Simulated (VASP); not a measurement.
The system is Pb.

```xyz
1
Lattice="0.0000 2.4750 2.4750 2.4750 0.0000 2.4750 2.4750 2.4750 0.0000" Properties=species:S:1:pos:R:3 pbc="T T T"
Pb    0.0000    0.0000    0.0000
```

| Item | Value |
| --- | --- |
| Program | VASP 6.6.1 |
| Task | relaxation of cell and atoms |
| Functional | RPBE |
| Potentials or basis | VASP PAW PBE potentials, release 64 (Pb_d) |
| Cutoff | 600 eV |
| k mesh | 9 × 9 × 9 |
| Occupations | fermi-dirac, width 0.05 eV |
| Spin | no spin polarisation |

At the start: pressure 3.9 GPa; volume 30.32 Å³/atom.

**Question.** Where does the relaxation end?

**Answer.** Over 3 steps the energy falls by 30.8 meV/atom and the volume is 33.08 Å³/atom (+9.1 %); space group Fm-3m (No. 225, to 0.05 Å).

Step by step:
```csv
step,energy change (eV),largest force (eV/Å),pressure (GPa),volume (Å³)
1,0.0000,0.0000,3.87,30.32
2,-0.0298,0.0000,-0.58,33.65
3,-0.0308,0.0000,0.02,33.08
```

Final structure:
```
CELL_PARAMETERS angstrom
0.00000 2.54792 2.54792
2.54792 0.00000 2.54792
2.54792 2.54792 0.00000
ATOMIC_POSITIONS crystal
Pb 0.00000 0.00000 0.00000
```

The cell as given is a measured one (30.32 Å³/atom); RPBE puts the equilibrium volume +9.1 % from it, thermal expansion not counted.

Caveat: the PAW data sets were made with another functional, which shifts forces and pressure a little.
